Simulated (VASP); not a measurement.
# Al in VASP: settings compared

Aim: see how the results for Al move with the level of theory and the settings. Levels: PBEsol, r2SCAN, PBE. Tasks: single point.

Program: VASP 6.6.1. These are calculated values, not measurements. Logs are shortened: lines on timing, memory, paths and dates and some standing lists are left out, and cuts for length are marked.

## Step 1: The cell of the first run

The typed cell holds 1 atom: a = 2.826 Å, b = 2.918 Å, c = 2.873 Å, α = 60.40°, β = 59.93°, γ = 58.54°.

## Step 2: Single point, PBEsol

INCAR

```
SYSTEM = Al
  ALGO = Normal
  EDIFF = 1E-6
  ENCUT = 520
  GGA = PS
  ISIF = 2
  ISMEAR = 1
  LASPH = .True.
  LCHARG = .False.
  LREAL = .False.
  LWAVE = .False.
  NBANDS = 8
  NELM = 60
  PREC = Accurate
  SIGMA = 0.005
```

KPOINTS

```
k-points
0
Gamma
  8 8 8
  0 0 0
```

POSCAR

```
Al
1.0
    0.0478940000      1.9691420000      2.0268530000
    2.0432560000     -0.0083540000      2.0831010000
    2.0405820000      2.0227150000     -0.0056790000
Al
1
Direct
    0.0059780000     -0.0131190000      0.0211680000
```

Potentials or basis: VASP PAW PBE potentials, release 64 (Al).

Started as:

```bash
cat potpaw_PBE.64/Al/POTCAR > POTCAR
mpirun -np 1 vasp_std > vasp.out
```

OUTCAR:

```text
SYSTEM = Al
   EDIFF = 1E-6
   ENCUT = 520
   GGA = PS
   ISIF = 2
   ISMEAR = 1
   LASPH = .True.
   LREAL = .False.
   NELM = 60
   PREC = Accurate

 ion  position               nearest neighbor table
   1  0.006  0.987  0.021-

  Warning from LATTYP: Got some problem with cell dimensions!
  Tried to take original basis but could not verify dimensions!
  LATTYP: Found a triclinic cell.
 ALAT       =     2.9134601973
 B/A-ratio  =     1.4128936757
 C/A-ratio  =     0.9861875766
 COS(alpha) =     0.0038423847
 COS(beta)  =     0.4915393561
 COS(gamma) =     0.7273049796

  Lattice vectors:

 A1 = (   0.0026740000,  -2.0310690000,   2.0887800000)
 A2 = (   0.0505680000,  -0.0619270000,   4.1156330000)
 A3 = (  -2.0405820000,  -2.0227150000,   0.0056790000)

Analysis of symmetry for initial positions (statically):
=====================================================================
 Subroutine PRICEL returns:
 Original cell was already a primitive cell.

 Routine SETGRP: Setting up the symmetry group for a
 triclinic supercell.

 Subroutine GETGRP returns: Found  2 space group operations
 (whereof  1 operations were pure point group operations)
 out of a pool of  2 trial point group operations.

The static configuration has the point symmetry C_1 .
 The point group associated with its full space group is S_2 .

Analysis of symmetry for dynamics (positions and initial velocities):
=====================================================================
 Subroutine PRICEL returns:
 Original cell was already a primitive cell.

 Routine SETGRP: Setting up the symmetry group for a
 triclinic supercell.

 Subroutine GETGRP returns: Found  2 space group operations
 (whereof  1 operations were pure point group operations)
 out of a pool of  2 trial point group operations.

The dynamic configuration has the point symmetry C_1 .
 The point group associated with its full space group is S_2 .

 Subroutine INISYM returns: Found  2 space group operations
 (whereof  1 operations are pure point group operations),
 and found     1 'primitive' translations

----------------------------------------------------------------------------------------

                                     Primitive cell

  volume of cell :      16.6027

  direct lattice vectors                    reciprocal lattice vectors
     0.047894000  1.969142000  2.026853000    -0.253781751  0.256725233  0.249957044
     2.043256000 -0.008354000  2.083101000     0.247605453 -0.249129479  0.236185113
     2.040582000  2.022715000 -0.005679000     0.248082800  0.243430406 -0.242361293

  length of vectors
     2.826295656  2.917923002  2.873218252     0.439080342  0.423269849  0.423724480

  position of ions in fractional coordinates (direct lattice)
     0.005978000  0.986881000  0.021168000

  ion indices of the primitive-cell ions
   primitive index   ion index
                 1           1

----------------------------------------------------------------------------------------

 KPOINTS: k-points

Automatic generation of k-mesh.
 Grid dimensions read from file:
 generate k-points for:    8    8    8

 Generating k-lattice:

  Cartesian coordinates                     Fractional coordinates (reciprocal lattice)
    -0.031722719  0.032090654  0.031244631     0.125000000  0.000000000 -0.000000000
     0.030950682 -0.031141185  0.029523139     0.000000000  0.125000000  0.000000000
     0.031010350  0.030428801 -0.030295162    -0.000000000  0.000000000  0.125000000

  Length of vectors
     0.054885043  0.052908731  0.052965560

  Shift w.r.t. Gamma in fractional coordinates (k-lattice)
     0.000000000  0.000000000  0.000000000

 Subroutine IBZKPT returns following result:
 ===========================================

 Found    260 irreducible k-points:

 Following reciprocal coordinates:
            Coordinates               Weight
  0.000000  0.000000  0.000000      1.000000
  0.125000 -0.000000 -0.000000      2.000000
  0.250000 -0.000000 -0.000000      2.000000
  0.375000 -0.000000  0.000000      2.000000
  0.500000 -0.000000 -0.000000      1.000000
  0.000000  0.125000  0.000000      2.000000
[... 16 lines left out ...]
  0.125000  0.375000 -0.000000      2.000000
  0.250000  0.375000 -0.000000      2.000000
 [... further k-points ...]
   k-points           NKPTS =    260   k-points in BZ     NKDIM =    260   number of bands    NBANDS=      8
   number of dos      NEDOS =    301   number of ions     NIONS =      1
   total plane-waves  NPLWV =  13824
   dimension x,y,z NGX =    24 NGY =   24 NGZ =   24
   dimension x,y,z NGXF=    48 NGYF=   48 NGZF=   48
   ions per type =               1
   NGX,Y,Z   is equivalent  to a cutoff of  14.12, 13.67, 13.89 a.u.
   NGXF,Y,Z  is equivalent  to a cutoff of  28.23, 27.35, 27.77 a.u.
 SYSTEM =  Al
   PREC   = accura    normal or accurate (medium, high low for compatibility)
   ISTART =      0    job   : 0-new  1-cont  2-samecut
   ICHARG =      2    charge: 1-file 2-atom 10-const
   ISPIN  =      1    spin polarized calculation?
   LNONCOLLINEAR =      F non collinear calculations
   LSORBIT =      F    spin-orbit coupling
   LASPH  =      T    aspherical Exc in radial PAW
   ENCUT  =  520.0 eV  38.22 Ry    6.18 a.u.   5.26  5.43  5.34*2*pi/ulx,y,z
   NELM   =     60;   NELMIN=  2; NELMDL= -5     # of ELM steps
   EDIFF  = 0.1E-05   stopping-criterion for ELM
   LREAL  =      F    real-space projection
   EDIFFG = 0.1E-04   stopping-criterion for IOM
   NSW    =      0    number of steps for IOM
   IBRION =     -1    ionic relax: 0-MD 1-quasi-New 2-CG
   NFREE  =      0    steps in history (QN), initial steepest desc. (CG)
   ISIF   =      2    stress and relaxation
   ISYM   =      2    0-nonsym 1-usesym 2-fastsym
   POTIM  = 0.5000    time-step for ionic-motion
   TEBEG  =    0.0;   TEEND  =   0.0 temperature during run
   PSTRESS=    0.0 pullay stress
   NELECT =       3.0000    total number of electrons
   NUPDOWN=      -1.0000    fix difference up-down
   EMIN   =  10.00;   EMAX   =-10.00  energy-range for DOS
   EFERMI =   0.00;   METHOD = LEGACY
   ISMEAR =     1;   SIGMA  =   0.01  broadening in eV -4-tet -1-fermi 0-gaus
   EFERMI_NEDOS =   21; number of points for ismear=-14 and -15
   IALGO  =     38    algorithm
   IMIX   =      4    mixing-type and parameters
     AMIX     =   0.40;   BMIX     =  1.00
     AMIX_MAG =   1.60;   BMIX_MAG =  1.00
  volume/ion in A,a.u.               =      16.60       112.04
  Fermi-wavevector in a.u.,A,eV,Ry     =   0.925526  1.748991 11.654731  0.856599
  Thomas-Fermi vector in A             =   2.051390
   LORBIT       =      0    0 simple, 1 ext, 2 COOP (PROOUT), +10 PAW based schemes
   GGA     = PS    functional components
   LHFCALC =     F    Hartree Fock is set to
   AEXX    =    0.0000 exact exchange contribution
   IVDW    =     0    specifies the selected vdW correction
   LEPSILON=     F    determine dielectric tensor
   LRPA    =     F    only Hartree local field effects (RPA)
 non-spin polarized calculation
 Methfessel and Paxton  Order N= 1 SIGMA  =   0.01
  energy-cutoff  :      520.00
  volume of cell :       16.60
 maximum number of plane-waves:       460
 NGX is ok and might be reduce to    24
   NGX = 11   NGY = 11   NGZ = 11

 number of electron       3.0000000 magnetization

 Free energy of the ion-electron system (eV)
  ---------------------------------------------------
  ext. energy  EPLUGINS =         0.00000000
  ---------------------------------------------------
  free energy    TOTEN  =        -4.07523797 eV

  energy without entropy =       -4.07523160  energy(sigma->0) =       -4.07523584

 E-fermi :   7.7736     XC(G=0): -10.2327

 val. band max:        7.7350324146   @ k =   0.3750   0.2500   0.5000
 cond. band min:       7.7740710079   @ k =   0.5000   0.2500   0.3750
 fundamental gap:      0.0390385932
 Fermi energy:         7.7736170742

 k-point     1 :       0.0000    0.0000    0.0000
  band No.  band energies     occupation
      1      -3.2017      2.00000
      2      19.9056      0.00000
      3      20.1766      0.00000
      4      21.2635      0.00000
      5      21.3908      0.00000
      6      21.5214      0.00000
      7      22.4504      0.00000
      8      24.7247      0.00000

 k-point     2 :       0.1250   -0.0000   -0.0000
  band No.  band energies     occupation
      1      -2.7565      2.00000
      2      17.0922      0.00000
      3      18.8386      0.00000
      4      19.1438      0.00000
      5      22.2254      0.00000
      6      23.1196      0.00000
      7      23.2783      0.00000
      8      24.7498      0.00000

 k-point     3 :       0.2500   -0.0000   -0.0000
  band No.  band energies     occupation
      1      -1.4296      2.00000
      2      12.0517      0.00000
      3      17.9566      0.00000
      4      18.3708      0.00000
      5      21.7277      0.00000
      6      21.8172      0.00000
      7      22.6862      0.00000
      8      26.3389      0.00000

 k-point     4 :       0.3750   -0.0000    0.0000
  band No.  band energies     occupation
      1       0.7532      2.00000
      2       7.5632      2.00000
      3      17.7868      0.00000
      4      18.3233      0.00000
      5      19.7399      0.00000
      6      20.5105      0.00000
      7      21.7883      0.00000
      8      24.1773      0.00000

 k-point     5 :       0.5000   -0.0000   -0.0000
  band No.  band energies     occupation
      1       3.5340      2.00000
      2       4.0071      2.00000
      3      18.2319      0.00000
      4      18.5375      0.00000
      5      18.9095      0.00000
      6      19.1701      0.00000
      7      22.5604      0.00000
      8      22.6394      0.00000
[... 177 lines left out ...]
 k-point    22 :       0.0000    0.3750   -0.0000
  band No.  band energies     occupation
      1       0.4789      2.00000
      2       6.8114      2.00000
      3      18.6787      0.00000
      4      19.0852      0.00000
      5      20.6301      0.00000
      6      20.9304      0.00000
      7      22.4790      0.00000
      8      24.6957      0.00000

 k-point    23 :       0.1250    0.3750   -0.0000
  band No.  band energies     occupation
      1      -0.0034      2.00000
      2       8.6649      0.00000
      3      16.2961      0.00000
      4      16.9131      0.00000
      5      18.0897      0.00000
      6      24.4785      0.00000
      7      26.1003      0.00000
      8      26.7028      0.00000

 k-point    24 :       0.2500    0.3750   -0.0000
  band No.  band energies     occupation
      1       0.3840      2.00000
      2      11.2041      0.00000
      3      13.1661      0.00000
      4      14.6624      0.00000
      5      16.2932      0.00000
      6      21.2684      0.00000
      7      28.6146      0.00000
      8      30.7218      0.00000

 [... further k-points ...]
[... 5 lines left out ...]
  --------------------------------------------------------------------------------------
  -------------------------------------------------------------------------------------
  Total       -0.0917476      0.0107093     -0.4683423     -0.2266022      0.1953393     -0.0669333
  in kB       -8.8537107      1.0334570    -45.1954018    -21.8672901     18.8503973     -6.4591172
  external PRESSURE =     -17.6718852 kB  Pullay stress =       0.0000000 kB

 VOLUME and BASIS-vectors are now :
 -----------------------------------------------------------------------------
  energy-cutoff  :      520.00
  volume of cell :       16.60
      direct lattice vectors                 reciprocal lattice vectors
     0.047894000  1.969142000  2.026853000    -0.253781751  0.256725233  0.249957044
     2.043256000 -0.008354000  2.083101000     0.247605453 -0.249129479  0.236185113
     2.040582000  2.022715000 -0.005679000     0.248082800  0.243430406 -0.242361293

 POSITION                                       TOTAL-FORCE (eV/Angst)
 -----------------------------------------------------------------------------------
      2.05993      0.04634      2.06777         0.000000     -0.000000     -0.000000
 -----------------------------------------------------------------------------------
    total drift:                                0.000000      0.000000      0.000000

  FREE ENERGIE OF THE ION-ELECTRON SYSTEM (eV)
  ---------------------------------------------------
  free  energy   TOTEN  =        -4.0752379671 eV

  energy  without entropy=       -4.0752315994  energy(sigma->0) =       -4.07523584
```

It took 19 s on 1 thread of Intel Xeon Platinum 8259CL at 2.50GHz (Skylake/Cascade Lake), shared host; peak memory 0.15 GiB.

What came out:

* Free energy: -4.0752 eV
* Pressure: -1.8 GPa

Stress tensor (GPa, compression positive):
```
-0.89 -2.19 -0.65
-2.19  0.10  1.89
-0.65  1.89 -4.52
```

Caveat: the PAW data sets were made with another functional, which shifts forces and pressure a little.

## Step 3: Single point, r2SCAN

POSCAR is that of step 2.

INCAR.step1

```
ALGO = Normal
EDIFF = 1E-4
ENCUT = 520
GGA = PE
ISMEAR = 1
LASPH = T
LCHARG = F
LREAL = F
LWAVE = T
NBANDS = 8
NELM = 60
PREC = Accurate
SIGMA = 0.05
```

INCAR.step2

```
ALGO = Normal
EDIFF = 1E-6
ENCUT = 520
ISIF = 2
ISMEAR = 1
ISTART = 1
LASPH = T
LCHARG = F
LMIXTAU = T
LREAL = F
LWAVE = F
METAGGA = R2SCAN
NBANDS = 8
NELM = 60
PREC = Accurate
SIGMA = 0.05
```

KPOINTS

```
k-points
0
Gamma
  8 8 8
```

Potentials or basis: VASP PAW PBE potentials, release 64 (Al).

Started as:

```bash
cat potpaw_PBE.64/Al/POTCAR > POTCAR
cp INCAR.step1 INCAR
mpirun -np 1 vasp_std > vasp.out
cp INCAR.step2 INCAR
mpirun -np 1 vasp_std > vasp.out
```

It took 78 s on 1 thread of Intel Xeon Platinum 8259CL at 2.50GHz (Skylake/Cascade Lake), shared host; peak memory 0.15 GiB.

It converged, with:

* Free energy: -6.7133 eV
* Pressure: -3.5 GPa

Stress tensor (GPa, compression positive):
```
-3.07 -2.30 -0.23
-2.30 -1.34  1.43
-0.23  1.43 -5.98
```

Levels at points of the mesh, in eV from the Fermi level:
```
           k point  band 1  band 2  band 3  band 4  band 5  band 6
(0.00, 0.00, 0.00)  -11.68   12.82   13.10   14.26   14.70   14.84
(0.50, 0.00, 0.00)   -4.62   -3.91   11.30   11.35   12.02   12.03
(0.00, 0.50, 0.00)   -4.95   -4.62   12.14   12.50   12.59   12.81
(0.50, 0.50, 0.00)   -3.28   -1.86    5.75    5.95    6.86   10.31
(0.00, 0.00, 0.50)   -4.94   -4.60   11.63   12.08   12.94   13.00
(0.50, 0.00, 0.50)   -2.84   -1.26    5.37    5.39    6.34    9.77
(0.00, 0.50, 0.50)   -2.98   -1.45    5.43    5.49    6.63    9.96
(0.50, 0.50, 0.50)   -4.91   -4.52   11.63   11.98   12.89   12.92
```

Caveat: the PAW data sets were made with another functional, which shifts forces and pressure a little.

## Step 4: Single point, r2SCAN

POSCAR is that of step 3.

INCAR.step1

```
SYSTEM = Al
PREC = Accurate
ENCUT = 520
ISMEAR = 1
SIGMA = 0.05
LREAL = .FALSE.
LASPH = .TRUE.
NELM = 100
NBANDS = 8
GGA = PE
ALGO = Normal
EDIFF = 1E-4
LWAVE = .TRUE.
LCHARG = .FALSE.
```

INCAR.step2

```
SYSTEM = Al
PREC = Accurate
ENCUT = 520
EDIFF = 1E-6
ISMEAR = 1
SIGMA = 0.05
LREAL = .FALSE.
LASPH = .TRUE.
NELM = 100
ALGO = Normal
ISIF = 2
LWAVE = .FALSE.
LCHARG = .FALSE.
METAGGA = R2SCAN
LMIXTAU = .TRUE.
NBANDS = 8
ISTART = 1
```

KPOINTS

```
Automatic mesh
0
G
  8 8 8
  0 0 0
```

Started as:

```bash
cat potpaw_PBE.64/Al/POTCAR > POTCAR
cp INCAR.step1 INCAR
mpirun -np 1 vasp_std > vasp.out
cp INCAR.step2 INCAR
mpirun -np 1 vasp_std > vasp.out
```

Run time: 80 s. Hardware: 1 thread of Intel Xeon Platinum 8259CL at 2.50GHz (Skylake/Cascade Lake), shared host; peak memory 0.15 GiB.

Results (log left out):

* Free energy: -6.7133 eV
* Pressure: -3.5 GPa

Stress tensor (GPa, compression positive):
```
-3.07 -2.30 -0.23
-2.30 -1.34  1.43
-0.23  1.43 -5.98
```

Levels at points of the mesh, in eV from the Fermi level:
| k point | band 1 | band 2 | band 3 | band 4 | band 5 | band 6 |
| --- | --- | --- | --- | --- | --- | --- |
| (0.00, 0.00, 0.00) | -11.68 | 12.82 | 13.10 | 14.26 | 14.70 | 14.84 |
| (0.50, 0.00, 0.00) | -4.62 | -3.91 | 11.30 | 11.35 | 12.02 | 12.03 |
| (0.00, 0.50, 0.00) | -4.95 | -4.62 | 12.14 | 12.50 | 12.59 | 12.81 |
| (0.50, 0.50, 0.00) | -3.28 | -1.86 | 5.75 | 5.95 | 6.86 | 10.31 |
| (0.00, 0.00, 0.50) | -4.94 | -4.60 | 11.63 | 12.08 | 12.94 | 13.00 |
| (0.50, 0.00, 0.50) | -2.84 | -1.26 | 5.37 | 5.39 | 6.34 | 9.77 |
| (0.00, 0.50, 0.50) | -2.98 | -1.45 | 5.43 | 5.49 | 6.63 | 9.96 |
| (0.50, 0.50, 0.50) | -4.91 | -4.52 | 11.63 | 11.98 | 12.89 | 12.92 |

Caveat: the PAW data sets were made with another functional, which shifts forces and pressure a little.

## Step 5: Single point, PBE

INCAR

```
PREC = Accurate
ENCUT = 520
EDIFF = 1E-6
ISMEAR = -1
SIGMA = 0.05
LREAL = F
LASPH = T
NELM = 80
ALGO = Fast
ISIF = 2
LWAVE = F
LCHARG = F
GGA = PE
NBANDS = 8
```

KPOINTS

```
regular mesh
0
Gamma
  5 5 5
```

POSCAR

```
Al
1.0
    0.0000000000      2.0248050000      2.0248050000
    2.0248050000      0.0000000000      2.0248050000
    2.0248050000      2.0248050000      0.0000000000
Al
1
Direct
    0.0000000000      0.0000000000      0.0000000000
```

Started as:

```bash
cat potpaw_PBE.64/Al/POTCAR > POTCAR
mpirun -np 1 vasp_std > vasp.out
```

Run time: 1.6 s. Hardware: 1 thread of Intel Xeon 6975P-C, shared host; peak memory 0.13 GiB.

Results (log left out):

| Item | Value |
| --- | --- |
| Free energy | -3.6926 eV |
| Pressure | 1.3 GPa |

Levels at points of the mesh, in eV from the Fermi level:
```csv
k point,band 1,band 2,band 3,band 4,band 5,band 6
"(0.00, 0.00, 0.00)",-11.45,12.23,12.23,12.23,13.67,13.67
```

Caveat: the k points lie up to 0.54 Å⁻¹ apart.

## Step 6: The runs side by side

```tsv
level	cell	k mesh	smearing	gap on the mesh (eV)	pressure (GPa)
PBEsol	a = 2.826, b = 2.918, c = 2.873 Å, angles 60.4, 59.9, 58.5°, 1 atom	8 × 8 × 8	methfessel-paxton 0.005 eV	none	-1.8
r2SCAN	a = 2.826, b = 2.918, c = 2.873 Å, angles 60.4, 59.9, 58.5°, 1 atom	8 × 8 × 8	methfessel-paxton 0.05 eV	none	-3.5
PBE	a = 2.864 Å, angles 60.0°, 1 atom	5 × 5 × 5	fermi-dirac 0.05 eV	none	1.3
```

Alike in all rows: task single point; potentials or basis VASP PAW PBE potentials, release 64 (Al); no spin polarisation; cutoff (eV) 520.

Caveats: some runs use coarse meshes; the PAW data sets were made with another functional, which shifts forces and pressure a little (some runs).

Absolute energies hang on the potentials; compare differences alone.
